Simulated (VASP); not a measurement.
Crystal: TmI4.

```xyz
10
Lattice="6.2466 0.0000 0.0000 -3.1233 5.4097 0.0000 0.0000 0.0000 11.7542" Properties=species:S:1:pos:R:3 pbc="T T T"
Tm    0.0000    3.6065    2.9386
Tm    3.1233    1.8032    8.8157
I     3.1233    0.0000    0.0000
I    -1.5617    2.7049    0.0000
I     1.5617    2.7049    0.0000
I     3.1233    0.0000    5.8771
I    -1.5617    2.7049    5.8771
I     1.5617    2.7049    5.8771
I     0.0000    3.6065    8.8157
I     3.1233    1.8032    2.9386
```

The cell was built from a structure type or drawn by symmetry, and may not be a known phase.

* Program: VASP 6.6.1
* Task: relaxation of cell and atoms
* Functional: PBE
* Potentials or basis: VASP PAW PBE potentials, release 64 (Tm_3, I), 4f in core
* Cutoff: 500 eV
* k mesh: 3 × 3 × 2
* Occupations: gaussian, width 0.2 eV
* Spin: no spin polarisation

At the start: pressure 5.3 GPa; volume 39.72 Å³/atom.

How do energy, volume and symmetry change on relaxing?

Over 5 steps the energy falls by 110.2 meV/atom and the volume is 47.20 Å³/atom (+18.8 %); space group P6_3/mmc (No. 194, to 0.1 Å) before and after.

The path:
| step | energy change (eV) | largest force (eV/Å) | pressure (GPa) | volume (Å³) |
| --- | --- | --- | --- | --- |
| 1 | 0.0000 | 0.0000 | 5.30 | 397.21 |
| 2 | -1.0872 | 0.0000 | -0.31 | 477.45 |
| 3 | -1.0917 | 0.0000 | -0.05 | 471.33 |
| 4 | -1.0915 | 0.0000 | -0.11 | 472.90 |
| 5 | -1.1022 | 0.0000 | -0.08 | 472.03 |

Final structure:
```
CELL_PARAMETERS angstrom
6.54082 0.00000 0.00000
-3.27041 5.66451 0.00000
0.00000 0.00000 12.74004
ATOMIC_POSITIONS crystal
Tm 0.33333 0.66667 0.25000
Tm 0.66667 0.33333 0.75000
I 0.50000 0.00000 0.00000
I 0.00000 0.50000 0.00000
I 0.50000 0.50000 0.00000
I 0.50000 0.00000 0.50000
I 0.00000 0.50000 0.50000
I 0.50000 0.50000 0.50000
I 0.33333 0.66667 0.75000
I 0.66667 0.33333 0.25000
```

Caveat: the k points lie up to 0.37 Å⁻¹ apart in the final cell, too coarse for converged energies and pressures of a metal; the volume moved by over 15 % at a fixed basis, so the end points are rough; the run has no spin polarisation, though such a crystal can be magnetic.
